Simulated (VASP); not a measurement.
Write the native input for VASP 6.6.1 that does the following.

```
Task                   : single point
Functional             : PBEsol
Potentials or basis    : VASP PAW PBE potentials, release 64 (Nb_sv, H)
Cutoff                 : 520 eV
k mesh                 : 18 × 18 × 18
Occupations            : gaussian, width 0.15 eV
Spin                   : no spin polarisation
Dipole correction      : no
Further INCAR settings : ALGO = Normal; EDIFF = 1e-06; NBANDS = 14
```

The structure of NbH2 lies in POSCAR:

```
NbH2
1.0
    0.0000000000      2.2815000000      2.2815000000
    2.2815000000      0.0000000000      2.2815000000
    2.2815000000      2.2815000000      0.0000000000
Nb H
1 2
Direct
    0.0000000000      0.0000000000      0.0000000000
    0.2500000000      0.2500000000      0.2500000000
    0.7500000000      0.7500000000      0.7500000000
```

These files were run (other wordings do the same):

INCAR

```
PREC = Accurate
ENCUT = 520
EDIFF = 1E-6
ISMEAR = 0
SIGMA = 0.15
LREAL = False
LASPH = True
NELM = 100
ALGO = Normal
ISIF = 2
LWAVE = False
LCHARG = False
GGA = PS
NBANDS = 14
```

KPOINTS

```
regular mesh
0
Gamma
  18 18 18
```

Potentials or basis: VASP PAW PBE potentials, release 64 (Nb_sv, H).

Command:

```console
$ cat potpaw_PBE.64/Nb_sv/POTCAR potpaw_PBE.64/H/POTCAR > POTCAR
$ mpirun -np 1 vasp_std > vasp.out
```

It gave:

```yaml
Pressure: -5.7 GPa
```

Caveat: the PAW data sets were made with another functional, which shifts forces and pressure a little.

It took 27 s on 1 thread of Intel(R) Xeon(R) Platinum 8375C CPU @ 2.90GHz (Ice Lake) (shared host), peak memory 0.19 GiB.
